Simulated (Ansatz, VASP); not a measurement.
# Two plane-wave programs on P

```xyz
2
Lattice="3.0910 0.0000 0.0000 -1.5455 2.6769 0.0000 0.0000 0.0000 28.0000" Properties=species:S:1:pos:R:3 pbc="T T T"
P     0.0000    1.7846   14.2620
P     1.5455    0.8923   13.7380
```

Alike in both runs: task single point; functional r2SCAN; k mesh 9 × 9 × 1; occupations gaussian, width 0.02 eV; no spin polarisation.

|  | VASP | Ansatz |
| --- | --- | --- |
| version | VASP 6.6.1 | Ansatz 0.2.0 |
| potentials or method | VASP PAW PBE potentials, release 64 (P), cutoff 520 eV | scalar-relativistic, plane waves, PAW |
| valence electrons in the cell | 10 | 10 |

Ansatz gave:

* gap on the k mesh at the Fermi level (eV): none
* rms of the force components (eV/Å): 3.948

Q: Which values does VASP return?

A: gap on the k mesh at the Fermi level (eV): none; rms of the force components (eV/Å): 3.874.

VASP's potentials were made for PBE, not for r2SCAN. Atom by atom the forces differ by 0.074 eV/Å (rms over components). A gap of «none» marks a metal or a gap that the smearing closes. The functional is the same, so the differences come from potentials, cutoffs and numerics.
